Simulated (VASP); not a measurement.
Wanted: the native input for a VASP 6.6.1 run.

```
Task                   : single point
Functional             : r2SCAN
Potentials or basis    : VASP PAW PBE potentials, release 64 (Na_pv, F)
Cutoff                 : 520 eV
k mesh                 : 8 × 8 × 8
Occupations            : gaussian, width 0.01 eV
Spin                   : no spin polarisation
Dipole correction      : no
Further INCAR settings : ALGO = Normal; EDIFF = 1e-06; NBANDS = 14
```

The system is NaF.

```
CELL_PARAMETERS angstrom
2.25113 2.25113 0.00000
-2.25113 2.25113 0.00000
0.00000 2.25113 2.32464
ATOMIC_POSITIONS crystal
Na 0.00000 0.00000 0.00000
F 0.50000 0.50000 0.00000
```

This cell differs from its parent crystal: in-plane strain -0.02.

One way to write it, as run:

POSCAR

```
NaF
1.0
    2.2511301222      2.2511301222      0.0000000000
   -2.2511301222      2.2511301222      0.0000000000
    0.0000000000      2.2511301222      2.3246364119
Na F
1 1
Direct
    0.0000000000      0.0000000000      0.0000000000
    0.5000000000      0.5000000000      0.0000000000
```

INCAR.step1

```
SYSTEM = NaF
PREC = Accurate
ENCUT = 520
ISMEAR = 0
SIGMA = 0.01
LREAL = .False.
LASPH = .True.
NELM = 80
NBANDS = 14
GGA = PE
ALGO = Normal
EDIFF = 1E-4
LWAVE = .True.
LCHARG = .False.
```

INCAR.step2

```
SYSTEM = NaF
PREC = Accurate
ENCUT = 520
EDIFF = 1E-6
ISMEAR = 0
SIGMA = 0.01
LREAL = .False.
LASPH = .True.
NELM = 80
ALGO = Normal
ISIF = 2
LWAVE = .False.
LCHARG = .True.
METAGGA = R2SCAN
LMIXTAU = .True.
LELF = .True.
LVHAR = .True.
NBANDS = 14
ISTART = 1
```

KPOINTS

```
Automatic mesh
0
Gamma
  8 8 8
  0 0 0
```

Potentials or basis: VASP PAW PBE potentials, release 64 (Na_pv, F).

The run is started by

```console
$ cat potpaw_PBE.64/Na_pv/POTCAR potpaw_PBE.64/F/POTCAR > POTCAR
$ cp INCAR.step1 INCAR
$ mpirun -np 1 vasp_std > vasp.out
$ cp INCAR.step2 INCAR
$ mpirun -np 1 vasp_std > vasp.out
```

Results of the run:

- Pressure: 1.1 GPa
- Band gap on the k mesh: 7.48 eV

Caveat: the cell differs from its parent crystal (in-plane strain -0.02); the PAW data sets were made with another functional, which shifts forces and pressure a little.

Wall time 82 s on 1 thread of AMD EPYC 7R43 64-Core Processor (Zen 3), with other jobs on the host, peak memory 0.11 GiB.
